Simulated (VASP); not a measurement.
Set up this calculation in VASP 6.6.1, as the native input.

| Property | Result |
| --- | --- |
| Task | single point |
| Functional | PBE |
| Potentials or basis | VASP PAW PBE potentials, release 64 (Al, Ni, Pd) |
| Cutoff | 520 eV |
| k mesh | 4 × 4 × 4 |
| Occupations | gaussian, width 0.1 eV |
| Spin | no spin polarisation |
| Dipole correction | no |
| Further INCAR settings | ALGO = Fast; EDIFF = 1e-06; NBANDS = 36 |

The structure of Al4NiPd3 lies in POSCAR:

```
Al4NiPd3
1.0
    4.2767390000      0.0000000000      0.0000000000
    0.0000000000      4.2767390000      0.0000000000
    0.0000000000      0.0000000000      6.1194130000
Al Ni Pd
4 1 3
Direct
    0.5000000000      0.0000000000      0.7590980000
    0.0000000000      0.5000000000      0.7590980000
    0.5000000000      0.0000000000      0.2409020000
    0.0000000000      0.5000000000      0.2409020000
    0.5000000000      0.5000000000      0.0000000000
    0.0000000000      0.0000000000      0.0000000000
    0.0000000000      0.0000000000      0.5000000000
    0.5000000000      0.5000000000      0.5000000000
```

The input as run:

INCAR

```
SYSTEM = Al4NiPd3
PREC = Accurate ; ENCUT = 520
EDIFF = 1E-6 ; ISMEAR = 0
SIGMA = 0.1 ; LREAL = .False.
LASPH = .True. ; NELM = 100
ALGO = Fast ; ISIF = 2
LWAVE = .False. ; LCHARG = .False.
GGA = PE ; NBANDS = 36
```

KPOINTS

```
regular mesh
0
Gamma
  4 4 4
  0 0 0
```

Potentials or basis: VASP PAW PBE potentials, release 64 (Al, Ni, Pd).

Launch:

```bash
$ cat potpaw_PBE.64/Al/POTCAR potpaw_PBE.64/Ni/POTCAR potpaw_PBE.64/Pd/POTCAR > POTCAR
$ mpirun -np 1 vasp_std > vasp.out
```

Results of the run:

```
Pressure               : 0.0 GPa
Largest force          : 0.070 eV/Å
Band gap on the k mesh : zero (bands 26 and 27 overlap by 3.12 eV)
```

Caveat: the k points lie up to 0.37 Å⁻¹ apart, too coarse for converged energies and pressures of a metal.

It took 32 s on 1 thread of Intel(R) Xeon(R) 6975P-C (Granite Rapids) (shared host), peak memory 0.25 GiB.
